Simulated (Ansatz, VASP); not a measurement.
Mg2B: VASP beside Ansatz

File INCAR:

```
SYSTEM = Mg2B
ALGO = Normal ; EDIFF = 1E-6
EDIFFG = -0.01 ; ENCUT = 600
GGA = PE ; IBRION = 2
ISIF = 3 ; ISMEAR = 0
LASPH = .TRUE. ; LCHARG = .FALSE.
LREAL = .FALSE. ; LWAVE = .FALSE.
NELM = 60 ; NSW = 100
PREC = Accurate ; SIGMA = 0.1
```

Contents of KPOINTS:

```
k-points
0
G
  8 8 8
  0 0 0
```

POSCAR

```
Mg2B
1.0
    0.0000000000      3.8533615716      3.8533615716
    3.8533615716      0.0000000000      3.8533615716
    3.8533615716      3.8533615716      0.0000000000
Mg B
4 2
Direct
    0.1250000000      0.1250000000      0.1250000000
    0.6250000000      0.1250000000      0.1250000000
    0.1250000000      0.1250000000      0.6250000000
    0.1250000000      0.6250000000      0.1250000000
    0.5000000000      0.5000000000      0.5000000000
    0.7500000000      0.7500000000      0.7500000000
```

Input for Ansatz:

```yaml
crystal:
  lattice:
    - [0.0, 3.8533615716, 3.8533615716]
    - [3.8533615716, 0.0, 3.8533615716]
    - [3.8533615716, 3.8533615716, 0.0]
  atoms:
    - { symbol: Mg, position: [0.125, 0.125, 0.125] }
    - { symbol: Mg, position: [0.625, 0.125, 0.125] }
    - { symbol: Mg, position: [0.125, 0.125, 0.625] }
    - { symbol: Mg, position: [0.125, 0.625, 0.125] }
    - { symbol: B, position: [0.5, 0.5, 0.5] }
    - { symbol: B, position: [0.75, 0.75, 0.75] }
basis:
  ecutwfc: 420
kpoints:
  mp_grid: { grid: [8, 8, 8] }
hamiltonian:
  xc: pbe
scf:
  occupations: { method: gaussian, width: 0.1 }
output:
  forces: true
  stress: true
  eigenvalues: true
  write_density: true
  write_potential: true
  elf: true
  volumetric_format: npy
relax:
  adjacent_minimum: "off"
  f_tol: 0.01
  max_steps: 80
  cell: { stress_tol: 0.05 }
```

Alike in both runs: task relaxation of cell and atoms; functional PBE; k mesh 8 × 8 × 8; occupations gaussian, width 0.1 eV; no spin polarisation.

```csv
,VASP,Ansatz
version,VASP 6.6.1,Ansatz 0.2.0
potentials or method,"VASP PAW PBE potentials, release 64 (Mg, B), cutoff 600 eV","scalar-relativistic, plane waves, PAW"
valence electrons in the cell,14,46
```

Ansatz gave:

* gap on the k mesh at the Fermi level, each at its own relaxed structure (eV): none
* relaxed volume (Å³/atom): 18.82
* relaxed cell length with the largest relative difference (Å): 5.425

Q: Estimate VASP's values.

A: gap on the k mesh at the Fermi level, each at its own relaxed structure (eV): none; relaxed volume (Å³/atom): 18.81; relaxed cell length with the largest relative difference (Å): 5.424.

A gap of «none» marks a metal or a gap that the smearing closes. VASP's potentials hold 14 valence electrons a cell and Ansatz's 46, so a difference there can come from the potentials and not from the codes.
